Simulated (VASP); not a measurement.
# Li in VASP: single point with PBE

Aim: the single point of Li with PBE.

Program: VASP 6.6.1. These are calculated values, not measurements. Logs are shortened: lines on timing, memory, paths and dates and some standing lists are left out, and cuts for length are marked.

### Step 1. The cell of the first run

The cell holds a slab with vacuum, 17 atoms: a = 6.980 Å, b = 6.045 Å, c = 19.403 Å, α = 90.00°, β = 90.00°, γ = 54.74°.

### Step 2. Single point, PBE

Contents of INCAR:

```
SYSTEM = Li
ALGO = Normal ; EDIFF = 1E-7
ENCUT = 520 ; GGA = PE
ISIF = 2 ; ISMEAR = 0
LASPH = .True. ; LCHARG = .False.
LREAL = Auto ; LWAVE = .False.
NBANDS = 40 ; NELM = 100
PREC = Accurate ; SIGMA = 0.15
```

Contents of KPOINTS:

```
k-points
0
Gamma
  4 5 1
  0 0 0
```

Contents of POSCAR:

```
Li
1.0
    6.9800000000      0.0000000000      0.0000000000
    3.4900000000      4.9356050000      0.0000000000
    0.0000000000      0.0000000000     19.4034080000
Li
17
Direct
   -0.2499999493      0.4999998987      0.0515372866
    0.2500000507      0.4999998987      0.0515372866
   -0.2500000000      1.0000000000      0.0515372866
    0.2500000000      1.0000000000      0.0515372866
    0.0006085085     -0.0030330628      0.1679351895
    0.5037057424     -0.0044811122      0.1711183417
    0.0032253087      0.4947427924      0.1702249935
    0.5008409908      0.4981022590      0.1734306159
   -0.2316393910      0.4931976931      0.2996530300
    0.2440710245      0.4824725642      0.3002982260
   -0.2435479727      1.0075962319      0.2917811655
    0.2526238342      0.9774560566      0.2903796075
    0.0253834926     -0.0373976443      0.4163033113
    0.5131211942     -0.0283618726      0.4054475379
    0.0102858647      0.4662769812      0.4377083139
    0.5224959471      0.4626427763      0.4212824881
    0.3561368421      0.8885761725      0.5314541136
```

Potentials or basis: VASP PAW PBE potentials, release 64 (Li_sv).

On the command line:

```sh
$ cat potpaw_PBE.64/Li_sv/POTCAR > POTCAR
$ mpirun -np 1 vasp_std > vasp.out
```

OUTCAR:

```text
SYSTEM = Li
   EDIFF = 1E-7
   ENCUT = 520
   GGA = PE
   ISIF = 2
   ISMEAR = 0
   LASPH = .True.
   LREAL = Auto
   NELM = 100
   PREC = Accurate

 ion  position               nearest neighbor table
   1  0.750  0.500  0.052-
   2  0.250  0.500  0.052-
   3  0.750  0.000  0.052-
   4  0.250  0.000  0.052-
   5  0.001  0.997  0.168-
   6  0.504  0.996  0.171-
[... 9 lines left out ...]
  16  0.522  0.463  0.421-
  17  0.356  0.889  0.531-

  LATTYP: Found a base centered orthorhombic cell.
 ALAT       =     6.9800000000
 B/A-ratio  =     1.4142134670
 C/A-ratio  =     2.7798578797

  Lattice vectors:

 A1 = (   3.4900000000,  -4.9356050000,   0.0000000000)
 A2 = (   3.4900000000,   4.9356050000,   0.0000000000)
 A3 = (   0.0000000000,   0.0000000000,  19.4034080000)

Analysis of symmetry for initial positions (statically):
=====================================================================
 Subroutine PRICEL returns:
 Original cell was already a primitive cell.

 Routine SETGRP: Setting up the symmetry group for a
 base centered orthorhombic supercell.

 Subroutine GETGRP returns: Found  1 space group operations
 (whereof  1 operations were pure point group operations)
 out of a pool of  8 trial point group operations.

The static configuration has the point symmetry C_1 .

Analysis of symmetry for dynamics (positions and initial velocities):
=====================================================================
 Subroutine PRICEL returns:
 Original cell was already a primitive cell.

 Routine SETGRP: Setting up the symmetry group for a
 base centered orthorhombic supercell.

 Subroutine GETGRP returns: Found  1 space group operations
 (whereof  1 operations were pure point group operations)
 out of a pool of  8 trial point group operations.

The dynamic configuration has the point symmetry C_1 .

 Subroutine INISYM returns: Found  1 space group operations
 (whereof  1 operations are pure point group operations),
 and found     1 'primitive' translations

----------------------------------------------------------------------------------------

                                     Primitive cell

  volume of cell :     668.4576

  direct lattice vectors                    reciprocal lattice vectors
     6.980000000  0.000000000  0.000000000     0.143266476 -0.101304703  0.000000000
     3.490000000  4.935605000  0.000000000     0.000000000  0.202609407  0.000000000
     0.000000000  0.000000000 19.403408000     0.000000000  0.000000000  0.051537338

  length of vectors
     6.980000000  6.044857047 19.403408000     0.175464885  0.202609407  0.051537338

  position of ions in fractional coordinates (direct lattice)
     0.750000051  0.499999899  0.051537287
     0.250000051  0.499999899  0.051537287
     0.750000000  0.000000000  0.051537287
     0.250000000  0.000000000  0.051537287
     0.000608509  0.996966937  0.167935189
     0.503705742  0.995518888  0.171118342
[... 9 lines left out ...]
     0.522495947  0.462642776  0.421282488
     0.356136842  0.888576173  0.531454114

  ion indices of the primitive-cell ions
   primitive index   ion index
                 1           1
                 2           2
                 3           3
                 4           4
                 5           5
                 6           6
[... 9 lines left out ...]
                16          16
                17          17

----------------------------------------------------------------------------------------

 KPOINTS: k-points

Automatic generation of k-mesh.
 Grid dimensions read from file:
 generate k-points for:    4    5    1

 Generating k-lattice:

  Cartesian coordinates                     Fractional coordinates (reciprocal lattice)
     0.035816619 -0.025326176  0.000000000     0.250000000  0.000000000  0.000000000
     0.000000000  0.040521881  0.000000000     0.000000000  0.200000000  0.000000000
     0.000000000  0.000000000  0.051537338     0.000000000  0.000000000  1.000000000

  Length of vectors
     0.043866221  0.040521881  0.051537338

  Shift w.r.t. Gamma in fractional coordinates (k-lattice)
     0.000000000  0.000000000  0.000000000

 -----------------------------------------------------------------------------
|                                                                             |
|           W    W    AA    RRRRR   N    N  II  N    N   GGGG   !!!           |
|           W    W   A  A   R    R  NN   N  II  NN   N  G    G  !!!           |
|           W    W  A    A  R    R  N N  N  II  N N  N  G       !!!           |
|           W WW W  AAAAAA  RRRRR   N  N N  II  N  N N  G  GGG   !            |
|           WW  WW  A    A  R   R   N   NN  II  N   NN  G    G                |
|           W    W  A    A  R    R  N    N  II  N    N   GGGG   !!!           |
|                                                                             |
|     Your reciprocal lattice and k-lattice belong to different lattice       |
|     classes:                                                                |
|                                                                             |
|        The reciprocal lattice is base centered orthorhombic,                |
|        whereas your k-lattice is simple monoclinic.                         |
|                                                                             |
|     Results are often still useful ...                                      |
|                                                                             |
 -----------------------------------------------------------------------------

 WARNING: IBZKPT: internal override: KBLOWUP is changed to .FALSE.
      ... skipping the blow-up phase ...

 Subroutine IBZKPT returns following result:
 ===========================================

 Found     11 irreducible k-points:

 Following reciprocal coordinates:
            Coordinates               Weight
  0.000000  0.000000  0.000000      1.000000
  0.250000  0.000000  0.000000      2.000000
  0.500000  0.000000  0.000000      1.000000
  0.000000  0.200000  0.000000      2.000000
  0.250000  0.200000  0.000000      2.000000
  0.500000  0.200000  0.000000      2.000000
 -0.250000  0.200000  0.000000      2.000000
  0.000000  0.400000  0.000000      2.000000
  0.250000  0.400000  0.000000      2.000000
  0.500000  0.400000  0.000000      2.000000
 -0.250000  0.400000  0.000000      2.000000
   k-points           NKPTS =     11   k-points in BZ     NKDIM =     11   number of bands    NBANDS=     40
   number of dos      NEDOS =    301   number of ions     NIONS =     17
   total plane-waves  NPLWV = 373248
   dimension x,y,z NGX =    54 NGY =   48 NGZ =  144
   dimension x,y,z NGXF=   108 NGYF=   96 NGZF=  288
   ions per type =              17
   NGX,Y,Z   is equivalent  to a cutoff of  12.86, 13.20, 12.34 a.u.
   NGXF,Y,Z  is equivalent  to a cutoff of  25.72, 26.40, 24.68 a.u.
 SYSTEM =  Li
   PREC   = accura    normal or accurate (medium, high low for compatibility)
   ISTART =      0    job   : 0-new  1-cont  2-samecut
   ICHARG =      2    charge: 1-file 2-atom 10-const
   ISPIN  =      1    spin polarized calculation?
   LNONCOLLINEAR =      F non collinear calculations
   LSORBIT =      F    spin-orbit coupling
   LASPH  =      T    aspherical Exc in radial PAW
   ENCUT  =  520.0 eV  38.22 Ry    6.18 a.u.  12.98 11.24 36.08*2*pi/ulx,y,z
   NELM   =    100;   NELMIN=  2; NELMDL= -5     # of ELM steps
   EDIFF  = 0.1E-06   stopping-criterion for ELM
   LREAL  =      T    real-space projection
   EDIFFG = 0.1E-05   stopping-criterion for IOM
   NSW    =      0    number of steps for IOM
   IBRION =     -1    ionic relax: 0-MD 1-quasi-New 2-CG
   NFREE  =      0    steps in history (QN), initial steepest desc. (CG)
   ISIF   =      2    stress and relaxation
   ISYM   =      2    0-nonsym 1-usesym 2-fastsym
   POTIM  = 0.5000    time-step for ionic-motion
   TEBEG  =    0.0;   TEEND  =   0.0 temperature during run
   PSTRESS=    0.0 pullay stress
   NELECT =      51.0000    total number of electrons
   NUPDOWN=      -1.0000    fix difference up-down
   EMIN   =  10.00;   EMAX   =-10.00  energy-range for DOS
   EFERMI =   0.00;   METHOD = LEGACY
   ISMEAR =     0;   SIGMA  =   0.15  broadening in eV -4-tet -1-fermi 0-gaus
   EFERMI_NEDOS =   21; number of points for ismear=-14 and -15
   IALGO  =     38    algorithm
   IMIX   =      4    mixing-type and parameters
     AMIX     =   0.40;   BMIX     =  1.00
     AMIX_MAG =   1.60;   BMIX_MAG =  1.00
  volume/ion in A,a.u.               =      39.32       265.35
  Fermi-wavevector in a.u.,A,eV,Ry     =   0.694342  1.312117  6.559521  0.482111
  Thomas-Fermi vector in A             =   1.776809
   LORBIT       =      0    0 simple, 1 ext, 2 COOP (PROOUT), +10 PAW based schemes
   GGA     = PE    functional components
   LHFCALC =     F    Hartree Fock is set to
   AEXX    =    0.0000 exact exchange contribution
   IVDW    =     0    specifies the selected vdW correction
   LEPSILON=     F    determine dielectric tensor
   LRPA    =     F    only Hartree local field effects (RPA)
 non-spin polarized calculation
 Gauss-broadening in eV      SIGMA  =   0.15
  energy-cutoff  :      520.00
  volume of cell :      668.46
 maximum number of plane-waves:     18039
 NGX is ok and might be reduce to    54
   NGX = 25   NGY = 23   NGZ = 73

 number of electron      51.0000009 magnetization

 Free energy of the ion-electron system (eV)
  ---------------------------------------------------
  ext. energy  EPLUGINS =         0.00000000
  ---------------------------------------------------
  free energy    TOTEN  =       -30.07498351 eV

  energy without entropy =      -29.97658600  energy(sigma->0) =      -30.02578475

 E-fermi :  -0.9570     XC(G=0):  -4.5677

 val. band max:       -0.9639536071   @ k =   0.0000   0.0000   0.0000
 cond. band min:      -0.9527084029   @ k =   0.5000   0.4000   0.0000
 fundamental gap:      0.0112452041
 Fermi energy:        -0.9570493185

 k-point     1 :       0.0000    0.0000    0.0000
  band No.  band energies     occupation
      1     -49.0799      2.00000
      2     -47.9794      2.00000
      3     -47.9226      2.00000
      4     -47.9146      2.00000
      5     -47.9130      2.00000
      6     -47.9012      2.00000
[... 29 lines left out ...]
     36       1.7567      0.00000
     37       1.8127      0.00000

 k-point     2 :       0.2500    0.0000    0.0000
  band No.  band energies     occupation
      1     -49.0799      2.00000
      2     -47.9794      2.00000
      3     -47.9216      2.00000
      4     -47.9152      2.00000
      5     -47.9130      2.00000
      6     -47.9016      2.00000
[... 29 lines left out ...]
     36       1.5266      0.00000
     37       1.9925      0.00000

 k-point     3 :       0.5000    0.0000    0.0000
  band No.  band energies     occupation
      1     -49.0799      2.00000
      2     -47.9794      2.00000
      3     -47.9203      2.00000
      4     -47.9164      2.00000
      5     -47.9128      2.00000
      6     -47.9020      2.00000
[... 29 lines left out ...]
     36       1.2338      0.00000
     37       1.7073      0.00000
[... 241 lines left out ...]
 k-point    10 :       0.5000    0.4000    0.0000
  band No.  band energies     occupation
      1     -49.0799      2.00000
      2     -47.9793      2.00000
      3     -47.9206      2.00000
      4     -47.9156      2.00000
      5     -47.9134      2.00000
      6     -47.9019      2.00000
[... 29 lines left out ...]
     36       1.2020      0.00000
     37       1.7436      0.00000

 k-point    11 :      -0.2500    0.4000    0.0000
  band No.  band energies     occupation
      1     -49.0799      2.00000
      2     -47.9793      2.00000
      3     -47.9190      2.00000
      4     -47.9157      2.00000
      5     -47.9143      2.00000
      6     -47.9025      2.00000
[... 29 lines left out ...]
     36       1.0829      0.00000
     37       1.4649      0.00000
 [bands above 37 left out]

------------------------ aborting loop because EDIFF is reached ----------------------------------------

  FORCE on cell =-STRESS in cart. coord.  units (eV):
  Direction    XX          YY          ZZ          XY          YZ          ZX
  --------------------------------------------------------------------------------------
  -------------------------------------------------------------------------------------
  Total       -2.0191519     -1.3793364     -0.1133007     -0.2072758      0.0616405      0.0059442
  in kB       -4.8395585     -3.3060312     -0.2715622     -0.4968043      0.1477416      0.0142472
  external PRESSURE =      -2.8057173 kB  Pullay stress =       0.0000000 kB

 VOLUME and BASIS-vectors are now :
 -----------------------------------------------------------------------------
  energy-cutoff  :      520.00
  volume of cell :      668.46
      direct lattice vectors                 reciprocal lattice vectors
     6.980000000  0.000000000  0.000000000     0.143266476 -0.101304703  0.000000000
     3.490000000  4.935605000  0.000000000     0.000000000  0.202609407  0.000000000
     0.000000000  0.000000000 19.403408000     0.000000000  0.000000000  0.051537338

 POSITION                                       TOTAL-FORCE (eV/Angst)
 -----------------------------------------------------------------------------------
      6.98000      2.46780      1.00000        -0.013698     -0.003506      0.012423
      3.49000      2.46780      1.00000         0.015741     -0.004106      0.008839
      5.23500      0.00000      1.00000        -0.013784      0.001831     -0.021065
      1.74500      0.00000      1.00000         0.015522      0.003047     -0.015742
      3.48366      4.92064      3.25851        -0.000569      0.002288     -0.000027
      6.99023      4.91349      3.32028         0.001160      0.003146      0.004695
[... 9 lines left out ...]
      5.26165      2.28342      8.17432        -0.003219     -0.010272      0.007627
      5.58697      4.38566     10.31202         0.006897      0.019285      0.020536
 -----------------------------------------------------------------------------------
    total drift:                               -0.007730      0.009316     -0.008299

  FREE ENERGIE OF THE ION-ELECTRON SYSTEM (eV)
  ---------------------------------------------------
  free  energy   TOTEN  =       -30.0749835109 eV

  energy  without entropy=      -29.9765859983  energy(sigma->0) =      -30.02578475
```

Wall time 7.3 min (1 thread of Intel Xeon 6975P-C (Granite Rapids), shared host); peak memory 0.8 GiB.

What came out:

```yaml
Free_energy: -30.0750 eV
Largest_force: 0.029 eV/Å
Band_gap_on_the_k_mesh: zero (an odd number of electrons rules out a gap without spin polarisation)
```

Forces in eV/Å, atoms in the order of the input:
```
Li  -0.014 -0.004  0.012
Li   0.016 -0.004  0.009
Li  -0.014  0.002 -0.021
Li   0.016  0.003 -0.016
Li  -0.001  0.002  0.000
Li   0.001  0.003  0.005
Li  -0.002  0.001  0.005
Li   0.000 -0.005  0.001
Li   0.001  0.000 -0.002
Li  -0.002  0.009  0.000
Li   0.000 -0.009 -0.007
Li  -0.004 -0.008 -0.005
Li  -0.004  0.001 -0.007
Li   0.003  0.001  0.001
Li   0.000 -0.001 -0.003
Li  -0.003 -0.010  0.008
Li   0.007  0.019  0.021
```

Caveat: the cutoff is under 1.25 times the usual one of these potentials, so pressure, stress and relaxed cells hold a basis-set (Pulay) error; there is no dipole correction, which matters where the two faces differ.
